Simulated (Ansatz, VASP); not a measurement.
# MgS: VASP beside Ansatz

```
CELL_PARAMETERS angstrom
4.00754 0.00000 0.00000
-2.00377 3.47063 0.00000
0.00000 0.00000 6.38912
ATOMIC_POSITIONS crystal
S 0.66667 0.33333 0.87924
S 0.33333 0.66667 0.37924
Mg 0.33333 0.66667 0.99575
Mg 0.66667 0.33333 0.49575
```

Alike in both runs: task single point; functional r2SCAN; k mesh 8 × 8 × 4; occupations fermi-dirac, width 0.05 eV; no spin polarisation.

```csv
,VASP,Ansatz
version,VASP 6.6.1,Ansatz 0.2.0
potentials or method,"VASP PAW PBE potentials, release 64 (S, Mg)",Ansatz PAW
plane-wave cutoff (eV),520,500
valence electrons in the cell,16,32
```

Ansatz gave:

```
gap on the k mesh at the Fermi level (eV)                     : 4.22
least direct gap on the mesh (eV)                             : 4.22
pressure (GPa)                                                : 1.3
traceless stress, the component that is largest in VASP (GPa) : -0.18
rms of the force components (eV/Å)                            : 0.030
```

Question: What did VASP give for the same quantities?

Answer: gap on the k mesh at the Fermi level (eV): 4.21; least direct gap on the mesh (eV): 4.21; pressure (GPa): 1.0; traceless stress, the component that is largest in VASP (GPa): -0.16; rms of the force components (eV/Å): 0.032.

VASP's potentials were made for PBE, not for r2SCAN. Atom by atom the forces differ by 0.001 eV/Å (rms over components). VASP's potentials hold 16 valence electrons a cell and Ansatz's 32, so a difference there can come from the potentials and not from the codes.
